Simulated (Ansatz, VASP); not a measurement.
V2SiS3: VASP beside Ansatz

INCAR

```
ALGO = Normal ; EDIFF = 1E-6
EDIFFG = -0.01 ; ENCUT = 600
GGA = PE ; IBRION = 2
ISIF = 3 ; ISMEAR = 0
LASPH = T ; LCHARG = F
LREAL = F ; LWAVE = F
NELM = 80 ; NSW = 100
PREC = Accurate ; SIGMA = 0.1
```

The input KPOINTS:

```
k-points
0
Gamma
  8 8 8
```

POSCAR

```
V2SiS3
1.0
    4.5873932978      0.0000000000      0.0000000000
    0.0000000000      4.5873932978      0.0000000000
    0.0000000000      0.0000000000      4.6095577521
V Si S
2 1 3
Direct
    0.5000000000      0.0000000000      0.2650128482
    0.0000000000      0.5000000000      0.2650128482
    0.5000000000      0.5000000000      0.0445828471
    0.5000000000      0.0000000000      0.7696475137
    0.0000000000      0.5000000000      0.7696475137
    0.0000000000      0.0000000000      0.2786601791
```

Input for Ansatz:

```yaml
crystal:
  lattice:
    - [4.5873932978, 0.0, 0.0]
    - [0.0, 4.5873932978, 0.0]
    - [0.0, 0.0, 4.6095577521]
  atoms:
    - { symbol: V, position: [0.5, 0.0, 0.2650128482] }
    - { symbol: V, position: [0.0, 0.5, 0.2650128482] }
    - { symbol: Si, position: [0.5, 0.5, 0.0445828471] }
    - { symbol: S, position: [0.5, 0.0, 0.7696475137] }
    - { symbol: S, position: [0.0, 0.5, 0.7696475137] }
    - { symbol: S, position: [0.0, 0.0, 0.2786601791] }
basis:
  ecutwfc: 420
kpoints:
  mp_grid: { grid: [8, 8, 8] }
hamiltonian:
  xc: pbe
scf:
  occupations: { method: gaussian, width: 0.1 }
output:
  forces: true
  stress: true
  eigenvalues: true
relax:
  adjacent_minimum: "off"
  f_tol: 0.01
  max_steps: 80
  cell: { stress_tol: 0.05 }
```

Alike in both runs: task relaxation of cell and atoms; functional PBE; k mesh 8 × 8 × 8; occupations gaussian, width 0.1 eV; no spin polarisation.

```csv
,VASP,Ansatz
version,VASP 6.6.1,Ansatz 0.2.0
potentials or method,"VASP PAW PBE potentials, release 64 (V_sv, Si, S), cutoff 600 eV","scalar-relativistic, plane waves, PAW"
valence electrons in the cell,48,48
```

|  | VASP | Ansatz | Ansatz less VASP |
| --- | --- | --- | --- |
| gap on the k mesh at the Fermi level, each at its own relaxed structure (eV) | none | none | - |
| relaxed volume (Å³/atom) | 16.26 | 16.26 | -0.004 |
| relaxed length of the cell vector where the two differ most in proportion (Å) | 4.592 | 4.588 | -0.0035 |

A gap of «none» marks a metal or a gap that the smearing closes.
